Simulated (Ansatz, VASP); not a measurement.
## TaN in VASP and in Ansatz

```xyz
6
Lattice="3.1182 0.0000 0.0000 -1.5591 2.7005 0.0000 0.0000 0.0000 7.6801" Properties=species:S:1:pos:R:3 pbc="T T T"
Ta    0.0000    0.0000    0.0000
Ta    0.0000    1.8003    2.5600
Ta    1.5591    0.9002    5.1201
N     1.5591    0.9002    1.2800
N     0.0000    0.0000    3.8401
N     0.0000    1.8003    6.4001
```

Alike in both runs: functional PBE; k mesh 6 × 6 × 4; occupations gaussian, width 0.1 eV; no spin polarisation.

Ansatz relaxed the structure, and its values are those at the end. VASP's run is a single point on that final structure, the one shown.

|  | VASP | Ansatz |
| --- | --- | --- |
| version | VASP 6.6.1 | Ansatz 0.2.0 |
| potentials or method | VASP PAW PBE potentials, release 64 (Ta_pv, N), cutoff 520 eV | scalar-relativistic, plane waves, PAW |
| valence electrons in the cell | 48 | 54 |

```tsv
	VASP	Ansatz	Ansatz less VASP
gap on the k mesh at the Fermi level (eV)	none	none	-
pressure (GPa)	0.6	-0.2	-0.78
```

A gap of «none» marks a metal or a gap that the smearing closes. The functional is the same, so the differences come from potentials, cutoffs and numerics. VASP's potentials hold 48 valence electrons a cell and Ansatz's 54, so a difference there can come from the potentials and not from the codes.

The k mesh is coarse, so the values compare programs but aren't converged. Neither program's run includes spin-orbit coupling.
